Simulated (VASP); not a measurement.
Si7Ge, 16 atoms in the cell. Symmetry: Cmm2, No. 35, orthorhombic system. The conventional cell has a = 7.720 Å, b = 7.720 Å, c = 13.918 Å, α = 90.00°, β = 90.00°, γ = 90.00°. Within 3.1 Å of Si (site symmetry m) lie 3 Si at 2.36 Å and 1 Ge at 2.39 Å. Si (site symmetry m) has 3 Si at 2.36 Å and 1 Ge at 2.39 Å within 3.1 Å. Si (site symmetry mm2) has 4 Si at 2.36 Å within 3.1 Å. Within 3.1 Å of Si (site symmetry mm2) lie 2 Si at 2.36 Å. Within 3.1 Å of Si (site symmetry 2) lie 4 Si at 2.36 Å. Si (site symmetry 2) has 4 Si at 2.36 Å within 3.1 Å. Si (site symmetry m) has 2 Si at 2.36 Å within 3.1 Å. Si (site symmetry m) has 3 Si at 2.36 Å and 1 Ge at 2.39 Å within 3.1 Å.  This cell differs from its parent crystal: the distance across one plane changed.

* Program: VASP 6.6.1
* Task: single point
* Functional: PBEsol
* Potentials or basis: VASP PAW PBE potentials, release 64 (Si, Ge_d)
* Cutoff: 520 eV
* k mesh: 6 × 6 × 3
* Occupations: gaussian, width 0.03 eV
* Spin: no spin polarisation
* Dipole correction: no
* Further INCAR settings: LREAL = Auto; ALGO = Normal; EDIFF = 1e-06; NBANDS = 56

Potentials or basis: VASP PAW PBE potentials, release 64 (Si, Ge_d).

Launch:

```sh
$ cat potpaw_PBE.64/Si/POTCAR potpaw_PBE.64/Ge_d/POTCAR > POTCAR
$ mpirun -np 1 vasp_std > vasp.out
```

Hardware: 1 thread of Intel(R) Xeon(R) 6975P-C (Granite Rapids), on a shared host.

**Question.** How long does it take, and how much memory?

**Answer.** Run time: 7.8 min on 1 thread of Intel(R) Xeon(R) 6975P-C (Granite Rapids) (shared host), peak memory 0.65 GiB. Counts: scf iterations 18, k points 26.
